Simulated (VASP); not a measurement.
Runs of VASP 6.6.1 on SnO. The structure is that of space group F-43m (No. 216), or close to it. The cells are those of the table. 

```tsv
task	level	potentials or basis	spin	cell	k mesh	cutoff (eV)	gap on the mesh (eV)	pressure (GPa)	relaxed volume (Å³/atom)
single point	r2SCAN	VASP PAW PBE potentials, release 64 (Sn_d, O)	off	a = 3.830 Å, angles 60.0°, 2 atoms	8 × 8 × 8	520	none	(a)	-
relaxation of cell and atoms	r2SCAN	VASP PAW PBE potentials, release 64 (Sn_d, O)	off	relaxed from a = 3.873 Å, angles 60.0°, 2 atoms	8 × 8 × 8	600	none	0.0	19.94
single point	LDA	VASP PAW LDA potentials, release 64 (Sn_d, O)	off	a = 3.760 Å, angles 60.0°, 2 atoms	8 × 8 × 8	520	none	0.1	-
single point	PBE	VASP PAW PBE potentials, release 64 (Sn_d, O)	non-collinear, zero start, SOC	a = 3.830 Å, angles 60.0°, 2 atoms	8 × 8 × 8	520	-	(b)	-
single point	LDA	VASP PAW LDA potentials, release 64 (Sn_d, O)	off	a = 3.830 Å, angles 60.0°, 2 atoms	8 × 8 × 8	520	none	-3.1	-
single point	PBEsol	VASP PAW PBE potentials, release 64 (Sn_d, O)	off	a = 3.801 Å, angles 60.0°, 2 atoms	8 × 8 × 8	520	none	0.1	-
single point	PBE	VASP PAW PBE potentials, release 64 (Sn_d, O)	off	a = 3.873 Å, angles 60.0°, 2 atoms	10 × 10 × 10	520	none	0.0	-
relaxation of cell and atoms	LDA	VASP PAW LDA potentials, release 64 (Sn_d, O)	off	relaxed from a = 3.873 Å, angles 60.0°, 2 atoms	8 × 8 × 8	600	none	0.0	18.78
```

Alike in all rows: smearing fermi-dirac 0.02 eV.

Estimate the missing entries.

(a) 0.3; (b) 2.4.

Caveats: spin-orbit coupling is left out, which moves the levels of the heavy elements (some runs); the PAW data sets were made with another functional, which shifts forces and pressure a little (some runs).

A k mesh can miss the band edges, and rows without SOC leave out spin-orbit coupling on Sn.

A gap of «none» marks levels without a gap at the run's occupations.
